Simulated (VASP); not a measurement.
## Ti8HO16 (a cell with a defect) (Rutile): single point with PBE

Ti8HO16 (a cell with a defect) (Rutile):

```
Ti O H
1.0
    -4.64328   -4.64328    0.00000
    -4.64328    4.64328    0.00000
     4.64328    0.00000   -5.92776
Ti O H
8 16 1
Direct
  0.27203 0.24817 0.50992
  0.00642 0.98984 0.01190
  0.75566 0.77314 0.50895
  0.48033 0.51930 0.00747
  0.13920 0.61976 0.26833
  0.88642 0.38042 0.73372
  0.62488 0.14529 0.24548
  0.37050 0.88150 0.75609
  0.44333 0.74692 0.49964
  0.18862 0.50254 0.99983
  0.94325 0.24904 0.49359
  0.69252 0.00471 0.99581
  0.11769 0.92015 0.24739
  0.87090 0.67698 0.74933
  0.61594 0.42815 0.24582
  0.36696 0.17449 0.74678
  0.05242 0.74327 0.49878
  0.79088 0.46344 0.99052
  0.55621 0.24613 0.49811
  0.30317 0.99276 0.99892
  0.12583 0.31341 0.24676
  0.87473 0.06981 0.74968
  0.62721 0.81893 0.24874
  0.37477 0.56579 0.74843
  0.76760 0.30050 0.95938
```

- Program: VASP 6.6.1
- Task: single point
- Functional: PBE
- Potentials or basis: VASP PAW PBE potentials, release 64 (Ti_sv, O, H)
- Cutoff: 520 eV
- k mesh: 3 × 3 × 3
- Occupations: gaussian, width 0.02 eV
- Spin: no spin polarisation
- Dipole correction: no
- Charge: 1
- Further INCAR settings: LREAL = Auto; ALGO = Normal; EDIFF = 1e-07; NBANDS = 114; NELECT = 192.0

* Largest force: 0.218 eV/Å

Forces on the atoms (eV/Å):
```
Ti   0.024  0.056  0.050
Ti  -0.017  0.000  0.068
Ti   0.013 -0.074  0.029
Ti  -0.041  0.004  0.033
Ti  -0.021  0.000  0.067
Ti   0.105  0.009 -0.041
Ti   0.024 -0.008  0.009
Ti  -0.030 -0.005  0.024
O   -0.046 -0.045 -0.038
O    0.017  0.008 -0.008
O   -0.049 -0.055  0.036
O   -0.053 -0.015  0.011
O    0.035 -0.040 -0.033
O    0.018 -0.008  0.014
O   -0.020  0.021  0.007
O    0.009  0.001 -0.021
O    0.029  0.002  0.001
O   -0.057  0.082 -0.039
O    0.015 -0.007  0.005
O    0.034  0.005 -0.007
O   -0.013  0.003 -0.001
O   -0.068 -0.003 -0.034
O   -0.055  0.044 -0.020
O   -0.034  0.026  0.010
H    0.180  0.001 -0.123
```

Levels at points of the mesh, in eV from the Fermi level:
```tsv
k point	band 94	band 95	band 96	band 97	band 98	band 99
(0.00, 0.00, 0.00)	-0.73	-0.58	-0.09	1.99	2.27	2.49
```

Run time: 21 min on 1 thread of Intel(R) Xeon(R) Platinum 8175M CPU @ 2.50GHz (Skylake/Cascade Lake), on a shared host, peak memory 0.51 GiB.

Caveat: the cell carries a net charge on a neutralising background, which shifts energy and pressure; the cell is charged against a uniform background, so pressure and absolute levels hang on convention.
